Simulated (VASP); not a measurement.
Crystal: AlO2.

```
Al O
1.0
     0.00000    3.39527    3.39527
     3.39527    0.00000    3.39527
     3.39527    3.39527    0.00000
Al O
2 4
Cartesian
  1.6976 1.6976 1.6976
  0.0000 0.0000 0.0000
  2.5465 4.2441 2.5465
  2.5465 2.5465 4.2441
  4.2441 2.5465 2.5465
  4.2441 4.2441 4.2441
```

```yaml
Program: VASP 6.6.1
Task: relaxation of cell and atoms
Functional: PBE
Potentials_or_basis: VASP PAW PBE potentials, release 64 (Al, O)
Cutoff: 600 eV
k_mesh: 4 × 4 × 4
Occupations: gaussian, width 0.1 eV
Spin: collinear spin, ferromagnetic start
Starting_moments: "[0.0, 0.0, 1.0, 1.0, 1.0, 1.0] μB"
```

At the start: pressure -10.2 GPa; volume 13.05 Å³/atom.

Question: How do energy, volume and symmetry change on relaxing?

Answer: Over 5 steps the energy falls by 140.5 meV/atom and the volume is 10.14 Å³/atom (-22.3 %); space group Fd-3m (No. 227, to 0.05 Å); moment 0.38 μB per cell.

Step by step:
```csv
step,energy change (eV),largest force (eV/Å),pressure (GPa),volume (Å³)
1,0.0000,0.0000,-10.17,78.28
2,-0.4221,0.0000,-5.50,69.27
3,-0.8382,0.0000,-1.76,61.62
4,-0.8134,0.0000,4.79,58.75
5,-0.8428,0.0000,-0.12,60.81
```

Final structure:
```
CELL_PARAMETERS angstrom
0.00000 3.12122 3.12122
3.12122 0.00000 3.12122
3.12122 3.12122 0.00000
ATOMIC_POSITIONS crystal
Al 0.25000 0.25000 0.25000
Al 0.00000 0.00000 0.00000
O 0.62500 0.12500 0.62500
O 0.62500 0.62500 0.12500
O 0.12500 0.62500 0.62500
O 0.62500 0.62500 0.62500
```

Caveat: the k points lie up to 0.44 Å⁻¹ apart in the final cell; the volume moved by over 15 % at a fixed basis, so the end points are rough.
